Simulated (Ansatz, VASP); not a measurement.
**Rb in VASP and in Ansatz**

INCAR

```
ALGO = Fast ; EDIFF = 1E-6
ENCUT = 520 ; GGA = CA
ISIF = 2 ; ISMEAR = 0
LASPH = True ; LCHARG = False
LREAL = False ; LWAVE = False
NBANDS = 10 ; NELM = 80
PREC = Accurate ; SIGMA = 0.15
```

The input KPOINTS:

```
k-points
0
Gamma
  14 14 14
```

Contents of POSCAR:

```
Rb
1.0
   -2.3200268104      2.3200268104      3.6326979798
    2.3200268104     -2.3200268104      3.6326979798
    2.3200268104      2.3200268104     -3.6326979798
Rb
1
Direct
    0.0000000000      0.0000000000      0.0000000000
```

Input for Ansatz:

```yaml
crystal:
  lattice:
    - [-2.3200268104, 2.3200268104, 3.6326979798]
    - [2.3200268104, -2.3200268104, 3.6326979798]
    - [2.3200268104, 2.3200268104, -3.6326979798]
  atoms:
    - { symbol: Rb, position: [0.0, 0.0, 0.0] }
basis:
  ecutwfc: 420
kpoints:
  mp_grid: { grid: [14, 14, 14] }
hamiltonian:
  xc: lda
scf:
  occupations: { method: gaussian, width: 0.15 }
output:
  forces: true
  stress: true
  eigenvalues: true
  write_density: true
  write_potential: true
  elf: true
  volumetric_format: npy
```

Alike in both runs: task single point; functional LDA; k mesh 14 × 14 × 14; occupations gaussian, width 0.15 eV; no spin polarisation.

|  | VASP | Ansatz |
| --- | --- | --- |
| version | VASP 6.6.1 | Ansatz 0.2.0 |
| potentials or method | VASP PAW LDA potentials, release 64 (Rb_sv), cutoff 520 eV | scalar-relativistic, plane waves, PAW |
| valence electrons in the cell | 9 | 9 |

```csv
,VASP,Ansatz,Ansatz less VASP
gap on the k mesh at the Fermi level (eV),none,none,-
pressure (GPa),0.0,0.0,0.00
"traceless stress, the component that is largest in VASP (GPa)",-0.10,-0.10,0.000
```

LDA's correlation is that of Perdew and Zunger in VASP and of Perdew and Wang (1992) in Ansatz. A gap of «none» marks a metal or a gap that the smearing closes.
